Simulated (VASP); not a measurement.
The system is Be4Se3.

```
Be Se
1.0
     4.41105    0.00000    0.00000
    -2.20553    3.82009    0.00000
     0.00000    0.00000    7.06826
Be Se
4 3
Direct
  0.33333 0.66667 0.71800
  0.66667 0.33333 0.71800
  0.66667 0.33333 0.28200
  0.33333 0.66667 0.28200
  0.00000 0.00000 0.19286
  0.00000 0.00000 0.80714
  0.00000 0.00000 0.50000
```

```yaml
Program: VASP 6.6.1
Task: relaxation of cell and atoms
Functional: PBE
Potentials_or_basis: VASP PAW PBE potentials, release 64 (Be, Se)
Cutoff: 600 eV
k_mesh: 4 × 4 × 3
Occupations: gaussian, width 0.2 eV
Spin: no spin polarisation
```

At the start: pressure 9.1 GPa; volume 17.01 Å³/atom.

Task: Where does the relaxation end?

Result: Over 20 steps the energy falls by 843.3 meV/atom and the volume is 16.64 Å³/atom (-2.2 %); space group P6/mmm (No. 191, to 0.05 Å).

Step by step:
| step | energy change (eV) | largest force (eV/Å) | pressure (GPa) | volume (Å³) |
| --- | --- | --- | --- | --- |
| 1 | 0.0000 | 5.5785 | 9.11 | 119.10 |
| 2 | -3.4302 | 0.3750 | -7.12 | 134.44 |
| 3 | -3.4693 | 0.4161 | -7.29 | 135.42 |
| 4 | -3.5359 | 0.5365 | -7.74 | 137.33 |
| 5 | -3.5577 | 0.9871 | -8.73 | 141.01 |
| 6 | -3.5680 | 0.7878 | -8.28 | 139.23 |
| 7 | -4.8994 | 1.0961 | -4.22 | 120.82 |
| 8 | -5.2211 | 1.1174 | 0.42 | 110.52 |
| 9 | -5.2219 | 1.1246 | 0.87 | 109.76 |
| 10 | -5.4449 | 0.6633 | 1.21 | 109.43 |
| 11 | -5.6996 | 0.5816 | 3.86 | 108.26 |
| 12 | -5.8606 | 0.2542 | -0.05 | 114.38 |
| 13 | -5.8707 | 0.1571 | -1.08 | 116.39 |
| 14 | -5.8871 | 0.0876 | -0.55 | 115.52 |
| 15 | -5.8925 | 0.0163 | 0.01 | 114.68 |
| 16 | -5.8975 | 0.0895 | 0.27 | 114.28 |
| 17 | -5.8975 | 0.0977 | 0.29 | 114.25 |
| 18 | -5.8997 | 0.0984 | 0.11 | 114.82 |
| 19 | -5.9018 | 0.1022 | -0.34 | 116.39 |
| 20 | -5.9029 | 0.0596 | -0.27 | 116.48 |

Final structure:
```
Be Se
1.0
     3.62197    0.00000    0.00000
    -1.81099    3.13672    0.00000
     0.00000    0.00000   10.25235
Be Se
4 3
Direct
  0.33333 0.66667 0.68196
  0.66667 0.33333 0.68196
  0.66667 0.33333 0.31804
  0.33333 0.66667 0.31804
  0.00000 0.00000 0.17938
  0.00000 0.00000 0.82062
  0.00000 0.00000 0.50000
```

Caveat: the k points lie up to 0.50 Å⁻¹ apart in the final cell; this functional lacks dispersion, which binds the layers, so the pressure and a relaxed spacing across them are unreliable; the relaxation stopped at a loose force limit of 0.08 eV/Å, so its end isn't a converged minimum.
